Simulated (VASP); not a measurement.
# CdS: single point with r2SCAN

CdS:

```
Cd S
1.0
     4.16884    0.00000    0.00000
    -2.08442    3.61032    0.00000
     0.00000    0.00000    6.77962
Cd S
2 2
Direct
  0.66667 0.33333 0.50022
  0.33333 0.66667 0.00022
  0.66667 0.33333 0.87678
  0.33333 0.66667 0.37678
```

```yaml
Program: VASP 6.6.1
Task: single point
Functional: r2SCAN
Potentials_or_basis: VASP PAW PBE potentials, release 64 (Cd, S)
Cutoff: 520 eV
k_mesh: 6 × 6 × 4
Occupations: gaussian, width 0.1 eV
Spin: no spin polarisation
```

```
Pressure               : 0.0 GPa
Largest force          : 0.005 eV/Å
Band gap on the k mesh : 1.61 eV
```

Forces on the atoms (eV/Å):
```
Cd   0.000  0.000 -0.005
Cd   0.000  0.000 -0.005
S    0.000  0.000  0.005
S    0.000  0.000  0.005
```

Levels at points of the mesh, in eV from the valence-band top:
| k point | band 14 | band 15 | band 16 | band 17 | band 18 | band 19 | band 20 | band 21 | band 22 | band 23 |
| --- | --- | --- | --- | --- | --- | --- | --- | --- | --- | --- |
| (0.00, 0.00, 0.00) | -0.74 | -0.74 | -0.04 | 0.00 | 0.00 | 1.61 | 3.22 | 6.99 | 6.99 | 7.32 |
| (0.50, 0.00, 0.00) | -3.44 | -2.59 | -1.84 | -1.26 | -0.74 | 4.14 | 4.25 | 5.42 | 6.82 | 7.50 |
| (0.00, 0.00, 0.50) | -2.40 | -0.38 | -0.38 | -0.38 | -0.38 | 3.26 | 3.26 | 6.61 | 6.61 | 7.33 |
| (0.50, 0.00, 0.50) | -4.05 | -1.32 | -1.32 | -1.30 | -1.30 | 3.87 | 3.87 | 5.79 | 5.79 | 8.32 |

It took 69 s on 1 thread of Intel(R) Xeon(R) 6975P-C (Granite Rapids), with other jobs on the host, peak memory 0.25 GiB.

Caveat: the PAW data sets were made with another functional, which shifts forces and pressure a little.
